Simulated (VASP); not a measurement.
# Ag (Cmcm) in VASP: a series of runs, part 2 of 2

VASP 6.6.1. The steps go on from the part before.

## Step 3: Single point, PBE (atoms displaced along a vibrational mode)

Input file INCAR:

```
SYSTEM = Ag
PREC = Accurate ; ENCUT = 520
EDIFF = 1E-7 ; ISMEAR = 0
SIGMA = 0.15 ; LREAL = .False.
LASPH = .True. ; NELM = 80
ALGO = Fast ; ISIF = 2
LWAVE = .False. ; LCHARG = .False.
GGA = PE ; NBANDS = 18
```

Input file KPOINTS:

```
Automatic mesh
0
Gamma
  16 16 12
  0 0 0
```

Input file POSCAR:

```
Ag
1.0
    0.0000000000     -2.0431000000     -2.0431000000
    0.0000000000      2.0431000000     -2.0431000000
    4.0862000000      0.0000000000      0.0000000000
Ag
2
Direct
    0.5110126768      0.4889873232      0.5000000000
   -0.0110126768      0.0110126768      0.0000000000
```

Potentials or basis: VASP PAW PBE potentials, release 64 (Ag).

Started as:

```sh
$ cat potpaw_PBE.64/Ag/POTCAR > POTCAR
$ mpirun -np 1 vasp_std > vasp.out
```

OUTCAR:

```text
SYSTEM = Ag
   PREC = Accurate
   ENCUT = 520
   EDIFF = 1E-7
   ISMEAR = 0
   LREAL = .False.
   LASPH = .True.
   NELM = 80
   ISIF = 2
   GGA = PE

 ion  position               nearest neighbor table
   1  0.511  0.489  0.500-   2 2.83   2 2.83   2 2.89   2 2.89   2 2.89   2 2.89   2 2.95   2 2.95

   2  0.989  0.011  0.000-   1 2.83   1 2.83   1 2.89   1 2.89   1 2.89   1 2.89   1 2.95   1 2.95

  LATTYP: Found a simple tetragonal cell.
 ALAT       =     2.8893797293
 C/A-ratio  =     1.4142135624

  Lattice vectors:

 A1 = (   0.0000000000,  -2.0431000000,  -2.0431000000)
[... 678 lines left out ...]
      6       3.5325      2.00000
[... 10 lines left out ...]
     17      24.0474      0.00000
     18      24.1709      0.00000

 [... further k-points ...]
[... 5 lines left out ...]
  --------------------------------------------------------------------------------------
  -------------------------------------------------------------------------------------
  Total        0.9914045      1.0282210      0.9709157      0.0000000      0.0000000      0.0000000
  in kB       46.5621066     48.2912198     45.5998298      0.0000000      0.0000000      0.0000000
  external PRESSURE =      46.8177187 kB  Pullay stress =       0.0000000 kB

 VOLUME and BASIS-vectors are now :
 -----------------------------------------------------------------------------
  energy-cutoff  :      520.00
  volume of cell :       34.11
      direct lattice vectors                 reciprocal lattice vectors
     0.000000000 -2.043100000 -2.043100000     0.000000000 -0.244726151 -0.244726151
     0.000000000  2.043100000 -2.043100000     0.000000000  0.244726151 -0.244726151
     4.086200000  0.000000000  0.000000000     0.244726151  0.000000000  0.000000000

 POSITION                                       TOTAL-FORCE (eV/Angst)
 -----------------------------------------------------------------------------------
      2.04310     -0.04500     -2.04310         0.000000      0.245949      0.000000
      0.00000     -1.99810     -2.04310         0.000000     -0.245949      0.000000
 -----------------------------------------------------------------------------------
    total drift:                               -0.000000      0.000000     -0.000000

  FREE ENERGIE OF THE ION-ELECTRON SYSTEM (eV)
  ---------------------------------------------------
  free  energy   TOTEN  =        -5.4077885896 eV

  energy  without entropy=       -5.4023697804  energy(sigma->0) =       -5.40507918
```

OSZICAR:

```text
N       E                     dE             d eps       ncg     rms          rms(c)
DAV:   1     0.127587217186E+03    0.12759E+03   -0.11470E+04 18564   0.120E+03
DAV:   2    -0.380859356648E+01   -0.13140E+03   -0.12506E+03 19154   0.269E+02
DAV:   3    -0.591191872697E+01   -0.21033E+01   -0.20963E+01 21032   0.386E+01
DAV:   4    -0.591922720942E+01   -0.73085E-02   -0.73079E-02 20074   0.225E+00
DAV:   5    -0.591929569197E+01   -0.68483E-04   -0.68482E-04 19976   0.227E-01    0.742E+00
RMM:   6    -0.542957756532E+01    0.48972E+00   -0.11030E+00 18424   0.860E+00    0.473E+00
RMM:   7    -0.541335493457E+01    0.16223E-01   -0.24672E-02 19313   0.157E+00    0.269E+00
RMM:   8    -0.540782617571E+01    0.55288E-02   -0.22970E-03 19380   0.413E-01    0.251E-01
RMM:   9    -0.540778337363E+01    0.42802E-04   -0.41150E-04 20136   0.168E-01    0.956E-02
RMM:  10    -0.540778622554E+01   -0.28519E-05   -0.51441E-05 19895   0.559E-02    0.418E-02
RMM:  11    -0.540778823481E+01   -0.20093E-05   -0.13026E-05 20007   0.222E-02    0.125E-02
RMM:  12    -0.540778792362E+01    0.31118E-06   -0.10179E-06 18569   0.745E-03    0.982E-03
RMM:  13    -0.540778850961E+01   -0.58599E-06   -0.24166E-07 15612   0.320E-03    0.331E-03
RMM:  14    -0.540778858957E+01   -0.79959E-07   -0.85692E-08 12486   0.231E-03
   1 F= -.54077886E+01 E0= -.54050792E+01  d E =-.541881E-02
```

stdout:

```text
POSCAR found type information on POSCAR Ag
 POSCAR found :  1 types and       2 ions
 scaLAPACK will be used
 LDA part: xc-table for (Slater+PW92), standard interpolation
 POSCAR, INCAR and KPOINTS ok, starting setup
 FFT: planning ... GRIDC
 FFT: planning ... GRID_SOFT
 FFT: planning ... GRID
 WAVECAR not read
 entering main loop
```

It took 3.1 min on 1 thread of AMD EPYC 7R13 (Zen 3), shared host; peak memory 0.32 GiB.

What came out:

```yaml
Free_energy: -5.4078 eV
Pressure: 4.7 GPa
Largest_force: 0.246 eV/Å
Band_gap_on_the_k_mesh: zero (bands 11 and 12 overlap by 9.26 eV)
```

Forces in eV/Å, atoms in the order of the input:
```
Ag   0.000  0.246  0.000
Ag   0.000 -0.246  0.000
```

Levels at points of the mesh, in eV from the Fermi level:
```
           k point  band 7  band 8  band 9  band 10  band 11  band 12  band 13  band 14  band 15  band 16
(0.00, 0.00, 0.00)   -3.82   -3.79   -3.05    -2.82    -2.79     1.58     6.71    10.66    10.66    16.03
(0.50, 0.00, 0.00)   -4.17   -4.15   -3.90    -3.66    -0.66    -0.50     9.03     9.12     9.50     9.51
(0.50, 0.50, 0.00)   -2.81   -2.80   -2.80    -2.79     1.58     1.60     6.67     6.71    10.63    10.64
(0.00, 0.00, 0.50)   -3.95   -3.95   -3.77    -3.77    -3.41    -3.41    14.54    14.54    14.56    14.56
(0.50, 0.00, 0.50)   -3.02   -3.02   -3.01    -3.01    -0.42    -0.42     3.57     3.57    15.25    15.25
(0.50, 0.50, 0.50)   -3.78   -3.78   -2.80    -2.80     5.85     5.85     5.93     5.93     7.01     7.01
```

Caveat: the cell differs from its parent crystal (atoms displaced along a vibrational mode); the cell stands under pressure.

## Step 4: Single point, PBE+D3(BJ)

Input file INCAR:

```
PREC     = Accurate       # precision mode
ENCUT    = 520            # plane-wave cutoff, eV
EDIFF    = 1E-6           # SCF threshold, eV
ISMEAR   = 0              # smearing method
SIGMA    = 0.15           # smearing width, eV
LREAL    = F              # projectors in reciprocal space
LASPH    = T              # aspherical terms in the spheres
NELM     = 60             # most SCF steps
ALGO     = Fast           # electronic algorithm
ISIF     = 2              # what is computed and relaxed
LWAVE    = F              # write WAVECAR
LCHARG   = F              # write CHGCAR
GGA      = PE             # functional
IVDW     = 12             # dispersion correction
NBANDS   = 18             # bands
```

Input file KPOINTS:

```
regular mesh
0
Gamma
  16 16 12
```

Input file POSCAR:

```
Ag
1.0
    0.0000000000     -2.0431000000     -2.0431000000
    0.0000000000      2.0431000000     -2.0431000000
    4.0862000000      0.0000000000      0.0000000000
Ag
2
Direct
    0.5073417845      0.4926582155      0.5000000000
   -0.0073417845      0.0073417845      0.0000000000
```

Started as:

```sh
$ cat potpaw_PBE.64/Ag/POTCAR > POTCAR
$ mpirun -np 1 vasp_std > vasp.out
```

Wall time 2.6 min (1 thread of AMD EPYC 7R13 (Zen 3), shared host); peak memory 0.33 GiB.

It converged, with:

```yaml
Free_energy: -6.5913 eV
Pressure: -1.1 GPa
Largest_force: 0.161 eV/Å
Band_gap_on_the_k_mesh: zero (bands 11 and 12 overlap by 9.31 eV)
Dispersion_energy_per_atom: -0.589 eV
```

Forces on the atoms (eV/Å):
```
Ag   0.000  0.161  0.000
Ag   0.000 -0.161  0.000
```

Stress tensor (GPa, compression positive):
```
-1.23  0.00  0.00
 0.00 -0.94  0.00
 0.00  0.00 -1.06
```

Levels at points of the mesh, in eV from the Fermi level:
```
           k point  band 8  band 9  band 10  band 11  band 12  band 13  band 14  band 15
(0.00, 0.00, 0.00)   -3.80   -3.04    -2.81    -2.80     1.58     6.71    10.65    10.65
(0.50, 0.00, 0.00)   -4.17   -3.87    -3.71    -0.63    -0.52     9.11     9.18     9.42
(0.50, 0.50, 0.00)   -2.80   -2.80    -2.80     1.58     1.59     6.69     6.71    10.64
(0.00, 0.00, 0.50)   -3.96   -3.80    -3.80    -3.42    -3.42    14.59    14.59    14.59
(0.50, 0.00, 0.50)   -3.01   -3.01    -3.01    -0.42    -0.42     3.57     3.57    15.24
(0.50, 0.50, 0.50)   -3.79   -2.80    -2.80     5.89     5.89     5.93     5.93     6.99
```

## Step 5: Summary

```csv
level,cell,further INCAR settings,gap on the mesh (eV),pressure (GPa),largest force (eV/Å)
PBE,"as given, atomic positions A",ALGO = Fast; EDIFF = 1e-06; NBANDS = 18,none,4.6,0.16
PBE,"as given, atomic positions B",ALGO = Fast; EDIFF = 1e-07; NBANDS = 18,none,4.7,0.25
PBE+D3(BJ),"as given, atomic positions A",ALGO = Fast; EDIFF = 1e-06; NBANDS = 18,none,-1.1,0.16
```

Alike in all rows: task single point; potentials or basis VASP PAW PBE potentials, release 64 (Ag); no spin polarisation; k mesh 16 × 16 × 12; cutoff (eV) 520; smearing gaussian 0.15 eV.

Caveats: the cell stands under pressure (at least some runs).

Absolute energies hang on the potentials; compare differences alone.
